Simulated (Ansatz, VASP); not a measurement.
**One calculation of AlAs3, two programs**

INCAR

```
  PREC = Accurate
  ENCUT = 600
  EDIFF = 1E-6
  ISMEAR = 0
  SIGMA = 0.1
  LREAL = False
  LASPH = True
  NELM = 60
  ALGO = Normal
  ISIF = 3
  LWAVE = False
  LCHARG = False
  GGA = PE
  IBRION = 2
  NSW = 90
  EDIFFG = -0.04
```

Contents of KPOINTS:

```
regular mesh
0
Gamma
  6 6 6
```

The input POSCAR:

```
AlAs3
1.0
   -2.2537085800      2.2537085800      4.3206313900
    2.2537085800     -2.2537085800      4.3206313900
    2.2537085800      2.2537085800     -4.3206313900
Al As
1 3
Direct
    0.0000000000      0.0000000000      0.0000000000
    0.7500000000      0.2500000000      0.5000000000
    0.2500000000      0.7500000000      0.5000000000
    0.5000000000      0.5000000000      0.0000000000
```

Input for Ansatz:

```yaml
crystal:
  lattice:
    - [-2.25370858, 2.25370858, 4.32063139]
    - [2.25370858, -2.25370858, 4.32063139]
    - [2.25370858, 2.25370858, -4.32063139]
  atoms:
    - { symbol: Al, position: [0.0, 0.0, 0.0] }
    - { symbol: As, position: [0.75, 0.25, 0.5] }
    - { symbol: As, position: [0.25, 0.75, 0.5] }
    - { symbol: As, position: [0.5, 0.5, 0.0] }
basis:
  ecutwfc: 420
kpoints:
  mp_grid: { grid: [6, 6, 6] }
hamiltonian:
  xc: pbe
scf:
  occupations: { method: gaussian, width: 0.1 }
  lower_state_search: "off"
output:
  forces: true
  stress: true
  eigenvalues: true
relax:
  adjacent_minimum: "off"
  f_tol: 0.04
  max_steps: 70
  cell: { stress_tol: 0.4 }
```

Change from the starting cell: species swapped into the TlIn3 type (I4/mmm, No. 139).

Alike in both runs: task relaxation of cell and atoms; functional PBE; k mesh 6 × 6 × 6; occupations gaussian, width 0.1 eV; no spin polarisation.

|  | VASP | Ansatz |
| --- | --- | --- |
| version | VASP 6.6.1 | Ansatz 0.2.0 |
| potentials or method | VASP PAW PBE potentials, release 64 (Al, As), cutoff 600 eV | scalar-relativistic, plane waves, PAW |
| valence electrons in the cell | 18 | 48 |

```csv
,VASP,Ansatz,Ansatz less VASP
"gap on the k mesh at the Fermi level, each at its own relaxed structure (eV)",none,none,-
relaxed volume (Å³/atom),18.93,18.96,+0.027
relaxed length of the cell vector where the two differ most in proportion (Å),5.110,5.111,+0.0010
```

A gap of «none» marks a metal or a gap that the smearing closes. VASP's potentials hold 18 valence electrons a cell and Ansatz's 48, so a difference there can come from the potentials and not from the codes.
